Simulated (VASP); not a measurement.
## Ti: single point with PBEsol

Crystal: Ti.

```xyz
3
Lattice="4.4066 0.0000 0.0000 -2.2033 3.8162 0.0000 0.0000 0.0000 3.0669" Properties=species:S:1:pos:R:3 pbc="T T T"
Ti    0.0000    0.0000    0.0000
Ti    0.0000    2.5442    1.5334
Ti    2.2033    1.2721    1.5334
```

| Quantity | Value |
| --- | --- |
| Program | VASP 6.6.1 |
| Task | single point |
| Functional | PBEsol |
| Potentials or basis | VASP PAW PBE potentials, release 64 (Ti_sv) |
| Cutoff | 520 eV |
| k mesh | 12 × 12 × 14 |
| Occupations | gaussian, width 0.15 eV |
| Spin | no spin polarisation |
| Dipole correction | no |
| Further INCAR settings | ALGO = Fast; EDIFF = 1e-06; NBANDS = 25 |

* Pressure: -4.8 GPa
* Band gap on the k mesh: zero (band 18 reaches 8.66 eV, above the bottom of band 19 at 8.04 eV)

Stress tensor (GPa, compression positive):
```
  1.05   0.00   0.00
  0.00   1.05   0.00
  0.00   0.00 -16.40
```

Levels at points of the mesh, in eV from the Fermi level:
| k point | band 15 | band 16 | band 17 | band 18 | band 19 | band 20 | band 21 | band 22 |
| --- | --- | --- | --- | --- | --- | --- | --- | --- |
| (0.00, 0.00, 0.00) | -0.57 | -0.57 | -0.45 | -0.45 | 0.59 | 1.17 | 1.17 | 1.25 |
| (0.50, 0.00, 0.00) | -2.60 | -0.46 | -0.19 | -0.16 | 0.14 | 0.29 | 1.00 | 1.21 |
| (0.00, 0.00, 0.50) | -2.08 | -2.08 | -1.65 | -1.65 | 1.11 | 1.11 | 1.44 | 1.44 |
| (0.50, 0.00, 0.50) | -1.56 | -1.19 | -1.15 | -0.82 | 0.43 | 0.63 | 0.68 | 0.94 |

Wall time 4.7 min on 1 thread of Intel(R) Xeon(R) 6975P-C (Granite Rapids), with other jobs on the host, peak memory 0.28 GiB.

Caveat: the PAW data sets were made with another functional, which shifts forces and pressure a little.
